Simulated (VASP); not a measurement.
# CoH4: single point with PBE

Crystal: CoH4.

```
Co H
1.0
     3.30489    0.00000    0.00000
    -1.65244    2.86212    0.00000
     0.00000    0.00000    3.10605
Co H
1 4
Direct
  0.00000 0.00000 0.50000
  0.50000 0.00000 0.50000
  0.00000 0.50000 0.50000
  0.50000 0.50000 0.50000
  0.00000 0.00000 0.00000
```

```
Program             : VASP 6.6.1
Task                : single point
Functional          : PBE
Potentials or basis : VASP PAW PBE potentials, release 64 (Co, H)
Cutoff              : 600 eV
k mesh              : 4 × 4 × 3
Occupations         : gaussian, width 0.15 eV
Spin                : collinear spin, ferromagnetic start
Starting moments    : [3.0, 0.0, 0.0, 0.0, 0.0] μB
```

The pressure is -0.1 GPa, the net moment is 0.00 μB per cell and the valence electrons inside the program's atomic spheres are Co 8.61; H 0.52, 0.59.

Stress tensor (GPa, compression positive):
```
 0.09  0.00  0.00
 0.00  0.09  0.00
 0.00  0.00 -0.38
```

Levels at points of the mesh, in eV from the Fermi level:
Spin up:
```tsv
k point	band 3	band 4	band 5	band 6	band 7	band 8	band 9	band 10
(0.00, 0.00, 0.00)	-2.98	-2.98	-0.11	-0.11	6.72	7.53	7.53	8.77
(0.50, 0.00, 0.00)	-4.47	-0.68	-0.50	-0.19	-0.04	1.63	6.44	11.57
```
Spin down:
```
           k point  band 3  band 4  band 5  band 6  band 7  band 8  band 9  band 10
(0.00, 0.00, 0.00)   -2.98   -2.98   -0.11   -0.11    6.72    7.53    7.53     8.77
(0.50, 0.00, 0.00)   -4.47   -0.68   -0.50   -0.19   -0.04    1.63    6.44    11.57
```

It took 49 s on 1 thread of Intel Xeon 8259CL (shared host), peak memory 0.17 GiB.

Caveat: the k points lie up to 0.67 Å⁻¹ apart; the starting moments collapsed, and a magnetic state may lie lower.
